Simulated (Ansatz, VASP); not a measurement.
# Two plane-wave programs on AlP

File POSCAR:

```
AlP
1.0
    0.0000000000      2.7391850002      2.7391850002
    2.7391850002      0.0000000000      2.7391850002
    2.7391850002      2.7391850002      0.0000000000
Al P
1 1
Direct
    0.0000000000      0.0000000000      0.0000000000
    0.2500000000      0.2500000000      0.2500000000
```

File INCAR.step1:

```
PREC = Accurate ; ENCUT = 550
ISMEAR = 0 ; SIGMA = 0.01
LREAL = F ; LASPH = T
NELM = 120 ; NBANDS = 11
GGA = PE ; ALGO = Normal
EDIFF = 1E-5 ; LWAVE = T
LCHARG = F ; GGA_COMPAT = F
```

The input INCAR.step2:

```
PREC = Accurate ; ENCUT = 550
EDIFF = 1E-6 ; ISMEAR = 0
SIGMA = 0.01 ; LREAL = F
LASPH = T ; NELM = 120
ALGO = Normal ; ISIF = 2
LWAVE = F ; LCHARG = T
METAGGA = R2SCAN ; LMIXTAU = T
LELF = T ; LVHAR = T
NBANDS = 11 ; ISTART = 1
GGA_COMPAT = F
```

The input KPOINTS:

```
Automatic mesh
0
Gamma
  8 8 8
```

Input for Ansatz:

```yaml
crystal:
  lattice:
    - [0.0, 2.7391850002, 2.7391850002]
    - [2.7391850002, 0.0, 2.7391850002]
    - [2.7391850002, 2.7391850002, 0.0]
  atoms:
    - { symbol: Al, position: [0.0, 0.0, 0.0] }
    - { symbol: P, position: [0.25, 0.25, 0.25] }
basis:
  ecutwfc: 500
kpoints:
  mp_grid: { grid: [8, 8, 8] }
  band_path:
    path:
      - [0.0, 0.0, 0.0]
      - [0.0, 0.0, 0.0]
      - [0.0, 0.0, 0.0]
      - [0.0, 0.0, 0.0]
      - [0.0, 0.0, 0.0]
      - [0.0, 0.0, 0.0]
      - [0.0, 0.0, 0.0]
      - [0.0, 0.0, 0.0]
      - [0.0, 0.0, 0.0]
      - [0.0, 0.0, 0.0]
      - [0.0, 0.0, 0.0]
      - [0.0, 0.0, 0.0]
      - [0.0, 0.0, 0.0]
      - [0.0, 0.0, 0.0]
      - [0.0, 0.0, 0.0]
      - [0.0, 0.0, 0.0]
      - [0.0, 0.0, 0.0]
      - [0.0, 0.0, 0.0]
      - [0.0, 0.0, 0.0]
      - [0.0, 0.0, 0.0]
      - [0.0, 0.0, 0.0]
      - [0.0, 0.0, 0.0]
      - [0.0, 0.0, 0.0]
      - [0.0, 0.0, 0.0]
      - [0.0, 0.0, 0.0]
      - [0.0, 0.0, 0.0]
      - [0.3, 0.3, 0.0]
      - [0.3166666667, 0.3166666667, 0.0]
      - [0.3333333333, 0.3333333333, 0.0]
      - [0.35, 0.35, 0.0]
      - [0.3666666667, 0.3666666667, 0.0]
      - [0.3833333333, 0.3833333333, 0.0]
      - [0.4, 0.4, 0.0]
      - [0.4166666667, 0.4166666667, 0.0]
      - [0.4333333333, 0.4333333333, 0.0]
      - [0.45, 0.45, 0.0]
      - [0.4666666667, 0.4666666667, 0.0]
      - [0.4833333333, 0.4833333333, 0.0]
      - [0.5, 0.5, 0.0]
      - [0.5, 0.5, 0.5]
      - [0.5, 0.5, 0.5]
      - [0.5, 0.5, 0.5]
      - [0.5, 0.5, 0.5]
      - [0.5, 0.5, 0.5]
      - [0.5, 0.5, 0.5]
      - [0.5, 0.5, 0.5]
      - [0.5, 0.5, 0.5]
      - [0.5, 0.5, 0.5]
      - [0.5, 0.5, 0.5]
      - [0.5, 0.5, 0.5]
      - [0.5, 0.5, 0.5]
      - [0.5, 0.5, 0.5]
    npoints: 1
hamiltonian:
  xc: r2scan
  pseudopotentials: { kind: paw, azcp: { folder: soft_1 } }
scf:
  occupations: { method: fixed }
  n_extra_bands: 5
output:
  eigenvalues: true
```

Alike in both runs: task single point; functional r2SCAN; k mesh 8 × 8 × 8; no spin polarisation.

|  | VASP | Ansatz |
| --- | --- | --- |
| version | VASP 6.6.1 | Ansatz 0.2.0 |
| potentials or method | VASP PAW PBE potentials, release 64 (Al, P), cutoff 550 eV | scalar-relativistic, plane waves, PAW |
| occupations | gaussian, width 0.01 eV | fixed |
| valence electrons in the cell | 8 | 8 |

|  | VASP | Ansatz | Ansatz less VASP |
| --- | --- | --- | --- |
| gap on the k mesh at the Fermi level (eV) | 1.93 | 1.93 | -0.003 |
| least direct gap on the mesh (eV) | 3.91 | 3.90 | -0.006 |

VASP's potentials were made for PBE, not for r2SCAN.
